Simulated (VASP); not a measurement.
Wanted: the native input for a VASP 6.6.1 run.

- Task: single point
- Functional: PBEsol
- Dispersion: D3(BJ)
- Potentials or basis: VASP PAW PBE potentials, release 64 (C)
- Cutoff: 520 eV
- k mesh: 18 × 18 × 1
- Occupations: gaussian, width 0.03 eV
- Spin: no spin polarisation
- Dipole correction: yes
- Further INCAR settings: ALGO = Normal; EDIFF = 1e-06; NBANDS = 11; NELMDL = -8

The structure of C lies in POSCAR:

```
C
1.0
    2.4585560059      0.0000000000      0.0000000000
   -1.2292780029      2.1291719577      0.0000000000
    0.0000000000      0.0000000000     23.8000000000
C
2
Direct
    0.3333333333      0.6666666667      0.2941176471
    0.6666666667      0.3333333333      0.2941176471
```

These files were run (other wordings do the same):

INCAR

```
SYSTEM = C
PREC = Accurate
ENCUT = 520
EDIFF = 1E-6
ISMEAR = 0
SIGMA = 0.03
LREAL = .False.
LASPH = .True.
NELM = 120
ALGO = Normal
ISIF = 2
LWAVE = .False.
LCHARG = .True.
LDIPOL = .True.
IDIPOL = 3
DIPOL = 0.5 0.5 0.294
GGA = PS
IVDW = 12
LELF = .True.
LVHAR = .True.
LVACPOTAV = .True.
NBANDS = 11
GGA_COMPAT = .False.
NELMDL = -8
```

KPOINTS

```
regular mesh
0
Gamma
  18 18 1
  0 0 0
```

Potentials or basis: VASP PAW PBE potentials, release 64 (C).

Launch:

```bash
$ cat potpaw_PBE.64/C/POTCAR > POTCAR
$ mpirun -np 1 vasp_std > vasp.out
```

It gave:

```json
{
 "Band gap on the k mesh": "zero (filled and empty bands touch)",
 "Dispersion energy per atom": "-0.049 eV"
}
```

It took 100 s on 1 thread of Intel Xeon 8259CL (shared host), peak memory 0.24 GiB.
